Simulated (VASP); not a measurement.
A run of VASP 6.6.1:

Contents of INCAR:

```
SYSTEM = InSb3
  ALGO = Normal
  EDIFF = 1E-6
  ENCUT = 520
  GGA = PE
  ISIF = 2
  ISMEAR = -1
  LASPH = .True.
  LCHARG = .True.
  LELF = .True.
  LREAL = .False.
  LVHAR = .True.
  LWAVE = .False.
  NBANDS = 22
  NELM = 80
  PREC = Accurate
  SIGMA = 0.05
```

Contents of KPOINTS:

```
k-points
0
Gamma
  6 6 6
  0 0 0
```

The input POSCAR:

```
InSb3
1.0
    4.8063670000      0.0000000000      0.0000000000
    0.0000000000      4.8063670000      0.0000000000
    0.0000000000      0.0000000000      4.8063670000
Sb In
3 1
Direct
    0.5000000000      0.5000000000      0.0000000000
    0.0000000000      0.5000000000      0.5000000000
    0.5000000000      0.0000000000      0.5000000000
    0.0000000000      0.0000000000      0.0000000000
```

Potentials or basis: VASP PAW PBE potentials, release 64 (Sb, In_d).

Command:

```sh
$ cat potpaw_PBE.64/Sb/POTCAR potpaw_PBE.64/In_d/POTCAR > POTCAR
$ mpirun -np 1 vasp_std > vasp.out
```

Hardware: 1 thread of Intel(R) Xeon(R) 6975P-C (Granite Rapids), with other jobs on the host.

**Question.** How long does it take, and how much memory?

**Answer.** Wall time 19 s on 1 thread of Intel(R) Xeon(R) 6975P-C (Granite Rapids), on a shared host, peak memory 0.22 GiB. Counts: scf iterations 11, k points 20.
